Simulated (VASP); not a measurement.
# Si2W (I4/mmm) in VASP: notebook

The runs below take Si2W through single point, with PBE.

Everything below comes from runs of VASP 6.6.1. Logs are shortened: lines on timing, memory, paths and dates and some standing lists are left out, and cuts for length are marked.

## 1. The cell of the first run

The structure is tetragonal, space group I4/mmm (No. 139). Conventional cell: a = 3.214 Å, b = 3.214 Å, c = 7.830 Å, α = 90.00°, β = 90.00°, γ = 90.00°. Si (site symmetry 4mm) has 9 Si at 2.59 to 3.21 Å and 5 W at 2.62 Å within 3.4 Å. Within 3.4 Å of W (site symmetry 4/mmm) lie 10 Si at 2.62 Å and 4 W at 3.21 Å.

## 2. Single point, PBE

File INCAR:

```
SYSTEM = Si2W
PREC = Accurate
ENCUT = 520
EDIFF = 1E-7
ISMEAR = 1
SIGMA = 0.5
LREAL = .FALSE.
LASPH = .TRUE.
NELM = 100
ALGO = Normal
ISIF = 2
LWAVE = .FALSE.
LCHARG = .FALSE.
GGA = PE
NBANDS = 18
```

File KPOINTS:

```
Automatic mesh
0
G
  13 13 13
  0 0 0
```

File POSCAR:

```
Si2W
1.0
   -1.6069000000      1.6069000000      3.9149500000
    1.6069000000     -1.6069000000      3.9149500000
    1.6069000000      1.6069000000     -3.9149500000
Si W
2 1
Direct
    0.3347000000      0.3347000000      0.0000000000
    0.6653000000      0.6653000000      0.0000000000
    0.0000000000      0.0000000000      0.0000000000
```

Potentials or basis: VASP PAW PBE potentials, release 64 (Si, W_sv).

On the command line:

```console
> cat potpaw_PBE.64/Si/POTCAR potpaw_PBE.64/W_sv/POTCAR > POTCAR
> mpirun -np 1 vasp_std > vasp.out
```

OUTCAR:

```text
SYSTEM = Si2W
   PREC = Accurate
   ENCUT = 520
   EDIFF = 1E-7
   ISMEAR = 1
   LREAL = .FALSE.
   LASPH = .TRUE.
   NELM = 100
   ISIF = 2
   GGA = PE

 ion  position               nearest neighbor table
   1  0.335  0.335  0.000-   2 2.59   3 2.62   3 2.62   3 2.62   3 2.62   3 2.62   2 2.63   2 2.63
                             2 2.63   2 2.63
   2  0.665  0.665  0.000-   1 2.59   3 2.62   3 2.62   3 2.62   3 2.62   3 2.62   1 2.63   1 2.63
                             1 2.63   1 2.63
   3  0.000  0.000  0.000-   2 2.62   2 2.62   2 2.62   1 2.62   2 2.62   1 2.62   1 2.62   1 2.62
                             1 2.62   2 2.62

  LATTYP: Found a body centered tetragonal cell.
 ALAT       =     3.2138000000
 C/A-ratio  =     2.4363370465

  Lattice vectors:

 A1 = (  -1.6069000000,   1.6069000000,   3.9149500000)
 A2 = (   1.6069000000,  -1.6069000000,   3.9149500000)
 A3 = (   1.6069000000,   1.6069000000,  -3.9149500000)

Analysis of symmetry for initial positions (statically):
=====================================================================
 Subroutine PRICEL returns:
 Original cell was already a primitive cell.

 Routine SETGRP: Setting up the symmetry group for a
 body centered tetragonal supercell.

 Subroutine GETGRP returns: Found 16 space group operations
 (whereof 16 operations were pure point group operations)
 out of a pool of 16 trial point group operations.

The static configuration has the point symmetry D_4h.

Analysis of symmetry for dynamics (positions and initial velocities):
=====================================================================
 Subroutine PRICEL returns:
 Original cell was already a primitive cell.

 Routine SETGRP: Setting up the symmetry group for a
 body centered tetragonal supercell.

 Subroutine GETGRP returns: Found 16 space group operations
 (whereof 16 operations were pure point group operations)
 out of a pool of 16 trial point group operations.

The dynamic configuration has the point symmetry D_4h.

 Subroutine INISYM returns: Found 16 space group operations
 (whereof 16 operations are pure point group operations),
 and found     1 'primitive' translations

----------------------------------------------------------------------------------------

                                     Primitive cell

  volume of cell :      40.4356

  direct lattice vectors                    reciprocal lattice vectors
    -1.606900000  1.606900000  3.914950000     0.000000000  0.311158131  0.127715552
     1.606900000 -1.606900000  3.914950000     0.311158131  0.000000000  0.127715552
     1.606900000  1.606900000 -3.914950000     0.311158131  0.311158131  0.000000000

  length of vectors
     4.526708376  4.526708376  4.526708376     0.336348992  0.336348992  0.440044048

  position of ions in fractional coordinates (direct lattice)
     0.334700000  0.334700000  0.000000000
     0.665300000  0.665300000  0.000000000
     0.000000000  0.000000000  0.000000000

  ion indices of the primitive-cell ions
   primitive index   ion index
                 1           1
                 2           2
                 3           3

----------------------------------------------------------------------------------------

 KPOINTS: Automatic mesh

Automatic generation of k-mesh.
 Grid dimensions read from file:
 generate k-points for:   13   13   13

 Generating k-lattice:

  Cartesian coordinates                     Fractional coordinates (reciprocal lattice)
     0.000000000  0.023935241  0.009824273     0.076923077  0.000000000  0.000000000
     0.023935241  0.000000000  0.009824273     0.000000000  0.076923077  0.000000000
     0.023935241  0.023935241  0.000000000     0.000000000  0.000000000  0.076923077

  Length of vectors
     0.025872999  0.025872999  0.033849542

  Shift w.r.t. Gamma in fractional coordinates (k-lattice)
     0.000000000  0.000000000  0.000000000

 Subroutine IBZKPT returns following result:
 ===========================================

 Found    196 irreducible k-points:

 Following reciprocal coordinates:
            Coordinates               Weight
  0.000000  0.000000  0.000000      1.000000
  0.076923  0.000000 -0.000000      8.000000
  0.153846  0.000000 -0.000000      8.000000
  0.230769  0.000000  0.000000      8.000000
  0.307692  0.000000 -0.000000      8.000000
  0.384615  0.000000 -0.000000      8.000000
[... 16 lines left out ...]
  0.384615  0.153846  0.000000     16.000000
  0.461538  0.153846  0.000000     16.000000
 [... further k-points ...]
   k-points           NKPTS =    196   k-points in BZ     NKDIM =    196   number of bands    NBANDS=     18
   number of dos      NEDOS =    301   number of ions     NIONS =      3
   total plane-waves  NPLWV =  46656
   dimension x,y,z NGX =    36 NGY =   36 NGZ =   36
   dimension x,y,z NGXF=    72 NGYF=   72 NGZF=   72
   ions per type =               2   1
   NGX,Y,Z   is equivalent  to a cutoff of  13.22, 13.22, 13.22 a.u.
   NGXF,Y,Z  is equivalent  to a cutoff of  26.44, 26.44, 26.44 a.u.
 SYSTEM =  Si2W
   PREC   = accura    normal or accurate (medium, high low for compatibility)
   ISTART =      0    job   : 0-new  1-cont  2-samecut
   ICHARG =      2    charge: 1-file 2-atom 10-const
   ISPIN  =      1    spin polarized calculation?
   LNONCOLLINEAR =      F non collinear calculations
   LSORBIT =      F    spin-orbit coupling
   LASPH  =      T    aspherical Exc in radial PAW
   ENCUT  =  520.0 eV  38.22 Ry    6.18 a.u.   8.42  8.42  8.42*2*pi/ulx,y,z
   NELM   =    100;   NELMIN=  2; NELMDL= -5     # of ELM steps
   EDIFF  = 0.1E-06   stopping-criterion for ELM
   LREAL  =      F    real-space projection
   EDIFFG = 0.1E-05   stopping-criterion for IOM
   NSW    =      0    number of steps for IOM
   IBRION =     -1    ionic relax: 0-MD 1-quasi-New 2-CG
   NFREE  =      0    steps in history (QN), initial steepest desc. (CG)
   ISIF   =      2    stress and relaxation
   ISYM   =      2    0-nonsym 1-usesym 2-fastsym
   POTIM  = 0.5000    time-step for ionic-motion
   TEBEG  =    0.0;   TEEND  =   0.0 temperature during run
   PSTRESS=    0.0 pullay stress
   NELECT =      22.0000    total number of electrons
   NUPDOWN=      -1.0000    fix difference up-down
   EMIN   =  10.00;   EMAX   =-10.00  energy-range for DOS
   EFERMI =   0.00;   METHOD = LEGACY
   ISMEAR =     1;   SIGMA  =   0.50  broadening in eV -4-tet -1-fermi 0-gaus
   EFERMI_NEDOS =   21; number of points for ismear=-14 and -15
   IALGO  =     38    algorithm
   IMIX   =      4    mixing-type and parameters
     AMIX     =   0.40;   BMIX     =  1.00
     AMIX_MAG =   1.60;   BMIX_MAG =  1.00
  volume/ion in A,a.u.               =      13.48        90.96
  Fermi-wavevector in a.u.,A,eV,Ry     =   1.336476  2.525573 24.302284  1.786167
  Thomas-Fermi vector in A             =   2.465099
   LORBIT       =      0    0 simple, 1 ext, 2 COOP (PROOUT), +10 PAW based schemes
   GGA     = PE    functional components
   LHFCALC =     F    Hartree Fock is set to
   AEXX    =    0.0000 exact exchange contribution
   IVDW    =     0    specifies the selected vdW correction
   LEPSILON=     F    determine dielectric tensor
   LRPA    =     F    only Hartree local field effects (RPA)
 non-spin polarized calculation
 Methfessel and Paxton  Order N= 1 SIGMA  =   0.50
  energy-cutoff  :      520.00
  volume of cell :       40.44
 maximum number of plane-waves:      1108
 NGX is ok and might be reduce to    36
   NGX = 17   NGY = 17   NGZ = 17

 number of electron      21.9999999 magnetization

 Free energy of the ion-electron system (eV)
  ---------------------------------------------------
  ext. energy  EPLUGINS =         0.00000000
  ---------------------------------------------------
  free energy    TOTEN  =       -24.80222986 eV

  energy without entropy =      -24.81712789  energy(sigma->0) =      -24.80719587

 E-fermi :  11.9593     XC(G=0): -12.5284

 val. band max:       11.9471940220   @ k =  -0.3846  -0.4615   0.3846
 cond. band min:      12.0304797745   @ k =  -0.3846  -0.4615   0.3077
 fundamental gap:      0.0832857525
 Fermi energy:        11.9593385998

 k-point     1 :       0.0000    0.0000    0.0000
  band No.  band energies     occupation
      1     -61.8903      2.00000
      2     -26.1500      2.00000
      3     -26.1319      2.00000
      4     -26.1319      2.00000
      5      -2.1180      2.00000
      6       5.1053      2.00000
[... 10 lines left out ...]
     17      17.6590     -0.00000
     18      17.6590     -0.00000

 k-point     2 :       0.0769    0.0000   -0.0000
  band No.  band energies     occupation
      1     -61.8899      2.00000
      2     -26.1491      2.00000
      3     -26.1446      2.00000
      4     -26.1308      2.00000
      5      -2.0049      2.00000
      6       5.1138      2.00000
[... 10 lines left out ...]
     17      17.6702     -0.00000
     18      18.0666     -0.00000

 k-point     3 :       0.1538    0.0000   -0.0000
  band No.  band energies     occupation
      1     -61.8887      2.00000
      2     -26.1795      2.00000
      3     -26.1465      2.00000
      4     -26.1276      2.00000
      5      -1.6703      2.00000
      6       5.1005      2.00000
[... 10 lines left out ...]
     17      17.8930     -0.00000
     18      19.0023     -0.00000

 k-point     4 :       0.2308    0.0000    0.0000
  band No.  band energies     occupation
      1     -61.8870      2.00000
      2     -26.2283      2.00000
      3     -26.1428      2.00000
      4     -26.1231      2.00000
      5      -1.1283      2.00000
      6       4.9175      2.00000
[... 375 lines left out ...]
      4     -26.1360      2.00000
      5       0.1960      2.00000
      6       4.0637      2.00000
[... 10 lines left out ...]
     17      19.0547     -0.00000
     18      20.2670     -0.00000

 k-point    23 :       0.3846    0.1538    0.0000
  band No.  band energies     occupation
      1     -61.8821      2.00000
      2     -26.3156      2.00000
      3     -26.1599      2.00000
      4     -26.1320      2.00000
      5       1.0596      2.00000
      6       3.4044      2.00000
[... 10 lines left out ...]
     17      19.2441     -0.00000
     18      20.4655     -0.00000

 k-point    24 :       0.4615    0.1538    0.0000
  band No.  band energies     occupation
      1     -61.8813      2.00000
      2     -26.3390      2.00000
      3     -26.1573      2.00000
      4     -26.1293      2.00000
      5       2.0057      2.00000
      6       2.4824      2.00000
[... 10 lines left out ...]
     17      19.3743     -0.00000
     18      20.6754     -0.00000

 [... further k-points ...]

------------------------ aborting loop because EDIFF is reached ----------------------------------------

  FORCE on cell =-STRESS in cart. coord.  units (eV):
  Direction    XX          YY          ZZ          XY          YZ          ZX
  --------------------------------------------------------------------------------------
  -------------------------------------------------------------------------------------
  Total        0.8116960      0.8116960      0.8912129      0.0000000     -0.0000000     -0.0000000
  in kB       32.1617791     32.1617791     35.3124733      0.0000000     -0.0000000     -0.0000000
  external PRESSURE =      33.2120105 kB  Pullay stress =       0.0000000 kB

 VOLUME and BASIS-vectors are now :
 -----------------------------------------------------------------------------
  energy-cutoff  :      520.00
  volume of cell :       40.44
      direct lattice vectors                 reciprocal lattice vectors
    -1.606900000  1.606900000  3.914950000     0.000000000  0.311158131  0.127715552
     1.606900000 -1.606900000  3.914950000     0.311158131  0.000000000  0.127715552
     1.606900000  1.606900000 -3.914950000     0.311158131  0.311158131  0.000000000

 POSITION                                       TOTAL-FORCE (eV/Angst)
 -----------------------------------------------------------------------------------
      0.00000      0.00000      2.62067        -0.000000     -0.000000     -0.062292
      0.00000      0.00000      5.20923         0.000000      0.000000      0.062292
      0.00000      0.00000      0.00000         0.000000      0.000000      0.000000
 -----------------------------------------------------------------------------------
    total drift:                               -0.000000     -0.000000      0.000000

  FREE ENERGIE OF THE ION-ELECTRON SYSTEM (eV)
  ---------------------------------------------------
  free  energy   TOTEN  =       -24.8022298646 eV

  energy  without entropy=      -24.8171278880  energy(sigma->0) =      -24.80719587
```

It took 4.1 min on 1 thread of Intel Xeon Platinum 8259CL at 2.50GHz (Skylake/Cascade Lake), shared host; peak memory 0.3 GiB.

Results:

```
Free energy            : -24.8022 eV
Pressure               : 3.3 GPa
Largest force          : 0.062 eV/Å
Band gap on the k mesh : zero (bands 11 and 12 overlap by 1.20 eV)
```

Forces in eV/Å, atoms in the order of the input:
```
Si   0.000  0.000 -0.062
Si   0.000  0.000  0.062
W    0.000  0.000  0.000
```

Levels at points of the mesh, in eV from the Fermi level:
```tsv
k point	band 8	band 9	band 10	band 11	band 12	band 13	band 14	band 15
(0.00, 0.00, 0.00)	-3.32	-2.84	-2.84	0.61	2.74	2.94	3.07	3.07
```

Caveat: the cell stands under pressure; so wide a smearing shifts energies and pressures; spin-orbit coupling is left out, which moves the levels of the heavy elements.

## 3. Single point, PBE

File INCAR:

```
ALGO     = Normal         # electronic algorithm
EDIFF    = 1E-6           # SCF threshold, eV
ENCUT    = 520            # plane-wave cutoff, eV
GGA      = PE             # functional
ISIF     = 2              # what is computed and relaxed
ISMEAR   = 1              # smearing method
LASPH    = T              # aspherical terms in the spheres
LCHARG   = F              # write CHGCAR
LREAL    = F              # projectors in reciprocal space
LWAVE    = F              # write WAVECAR
NBANDS   = 18             # bands
NELM     = 60             # most SCF steps
PREC     = Accurate       # precision mode
SIGMA    = 0.3            # smearing width, eV
```

File KPOINTS:

```
k-points
0
Gamma
  13 13 13
```

POSCAR is that of step 2.

Potentials or basis: VASP PAW PBE potentials, release 64 (Si, W_sv).

On the command line:

```console
> cat potpaw_PBE.64/Si/POTCAR potpaw_PBE.64/W_sv/POTCAR > POTCAR
> mpirun -np 1 vasp_std > vasp.out
```

It took 2.9 min on 1 thread of Intel Xeon Platinum 8259CL at 2.50GHz (Skylake/Cascade Lake), shared host; peak memory 0.3 GiB.

The run converged. Its results:

| Quantity | Value |
| --- | --- |
| Free energy | -24.8071 eV |
| Pressure | 3.3 GPa |
| Largest force | 0.061 eV/Å |
| Band gap on the k mesh | zero (bands 11 and 12 overlap by 1.19 eV) |

Forces in eV/Å, atoms in the order of the input:
```
Si   0.000  0.000 -0.061
Si   0.000  0.000  0.061
W    0.000  0.000  0.000
```

Stress tensor (GPa, compression positive):
```
3.21 0.00 0.00
0.00 3.21 0.00
0.00 0.00 3.50
```

Levels at points of the mesh, in eV from the Fermi level:
```tsv
k point	band 9	band 10	band 11	band 12	band 13	band 14
(0.00, 0.00, 0.00)	-2.84	-2.84	0.61	2.74	2.93	3.06
```

Caveat: the cell stands under pressure; so wide a smearing shifts energies and pressures; spin-orbit coupling is left out, which moves the levels of the heavy elements.

(Continued in part 2 of 2.)
